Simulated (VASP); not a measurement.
## Sb: elastic constants with PBEsol

Crystal: Sb.

```xyz
1
Lattice="3.0622 0.0000 0.0000 0.0000 3.0622 0.0000 0.0000 0.0000 3.0622" Properties=species:S:1:pos:R:3 pbc="T T T"
Sb    0.0000    0.0000    0.0000
```

This isn't the form of Sb at room conditions, which is rhombohedral.

- Program: VASP 6.6.1
- Task: elastic constants
- Functional: PBEsol
- Potentials or basis: VASP PAW PBE potentials, release 64 (Sb)
- Cutoff: 600 eV
- k mesh: 16 × 16 × 16
- Occupations: fermi-dirac, width 0.15 eV
- Spin: no spin polarisation
- Dipole correction: no
- Ions in elastic constants: relaxed
- Further INCAR settings: ALGO = Normal; EDIFF = 1e-08; NBANDS = 8; IBRION = 6; POTIM = 0.015; NSW = 1; ISIF = 3

| Item | Value |
| --- | --- |
| Elastic constants C11, C12, C44 | 148, 21, 13 GPa |
| Voigt bulk modulus | 64 GPa |

Elastic tensor in Voigt notation (GPa, in the Cartesian axes of the cell as first typed):
```
148  21  21   0   0   0
 21 148  21   0   0   0
 21  21 148   0   0   0
  0   0   0  13   0   0
  0   0   0   0  13   0
  0   0   0   0   0  13
```

Clamped-ion elastic tensor (GPa):
```
148  21  21   0   0   0
 21 148  21   0   0   0
 21  21 148   0   0   0
  0   0   0  13   0   0
  0   0   0   0  13   0
  0   0   0   0   0  13
```

It took 5.3 min on 1 thread of Intel(R) Xeon(R) 6975P-C (Granite Rapids), on a shared host, peak memory 0.6 GiB.

Caveat: the PAW data sets were made with another functional, which shifts forces and pressure a little.
